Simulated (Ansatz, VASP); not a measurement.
# NaCl in VASP and in Ansatz

The input INCAR:

```
SYSTEM = NaCl
  PREC = Accurate
  ENCUT = 520
  EDIFF = 1E-6
  ISMEAR = 0
  SIGMA = 0.01
  LREAL = .FALSE.
  LASPH = .TRUE.
  NELM = 100
  ALGO = Normal
  ISIF = 2
  LWAVE = .FALSE.
  LCHARG = .FALSE.
  GGA = PE
  NBANDS = 14
```

KPOINTS

```
regular mesh
0
G
  6 6 6
  0 0 0
```

POSCAR

```
NaCl
1.0
    0.0000000000      2.8188158500      2.8188158500
    2.8188158500      0.0000000000      2.8188158500
    2.8188158500      2.8188158500      0.0000000000
Na Cl
1 1
Direct
    0.0000000000      0.0000000000      0.0000000000
    0.5000000000      0.5000000000      0.5000000000
```

Input for Ansatz:

```yaml
crystal:
  lattice:
    - [0.0, 2.81881585, 2.81881585]
    - [2.81881585, 0.0, 2.81881585]
    - [2.81881585, 2.81881585, 0.0]
  atoms:
    - { symbol: Na, position: [0.0, 0.0, 0.0] }
    - { symbol: Cl, position: [0.5, 0.5, 0.5] }
kpoints:
  mp_grid: { grid: [6, 6, 6] }
hamiltonian:
  xc: pbe
scf:
  occupations: { method: fixed }
  n_extra_bands: 4
output:
  forces: true
  stress: true
  eigenvalues: true
```

Alike in both runs: task single point; functional PBE; k mesh 6 × 6 × 6; no spin polarisation.

|  | VASP | Ansatz |
| --- | --- | --- |
| version | VASP 6.6.1 | Ansatz 0.2.0 |
| potentials or method | VASP PAW PBE potentials, release 64 (Na_pv, Cl) | plane waves, PAW |
| plane-wave cutoff (eV) | 520 | 420 |
| occupations | gaussian, width 0.01 eV | fixed |
| valence electrons in the cell | 14 | 16 |

|  | VASP | Ansatz | Ansatz less VASP |
| --- | --- | --- | --- |
| gap on the k mesh at the Fermi level (eV) | 5.11 | 5.11 | 0.000 |
| pressure (GPa) | 0.8 | 0.8 | +0.03 |

VASP's potentials hold 14 valence electrons a cell and Ansatz's 16, so a difference there can come from the potentials and not from the codes.
